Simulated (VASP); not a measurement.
Here is a VASP 6.6.1 calculation.

File INCAR:

```
  PREC = Accurate
  ENCUT = 600
  EDIFF = 1E-6
  ISMEAR = 0
  SIGMA = 0.02
  LREAL = False
  LASPH = True
  NELM = 120
  ALGO = Normal
  ISIF = 2
  LWAVE = False
  LCHARG = False
  GGA = PE
  NBANDS = 11
  GGA_COMPAT = False
```

File KPOINTS:

```
Automatic mesh
0
Gamma
  9 9 9
```

File POSCAR:

```
SiC
1.0
   -0.0172964090      2.1944745517      2.1944745517
    2.1944745517     -0.0172964090      2.1944745517
    2.1944745517      2.1944745517     -0.0172964090
Si C
1 1
Direct
   -0.0003452088     -0.0003452088     -0.0003452088
    0.2503452088      0.2503452088      0.2503452088
```

Potentials or basis: VASP PAW PBE potentials, release 64 (Si, C).

The run is started by

```bash
$ cat potpaw_PBE.64/Si/POTCAR potpaw_PBE.64/C/POTCAR > POTCAR
$ mpirun -np 1 vasp_std > vasp.out
```

(1) What does it give for the band gap on the k mesh?

(2) Estimate the pressure.

Answers

(1) 1.45 eV (least direct gap 4.51 eV).

(2) -3.9 GPa.

Caveat: the cell differs from its parent crystal (strained cell); the cell stands under tension; an odd mesh through Γ misses points on the zone boundary, where band edges can lie.
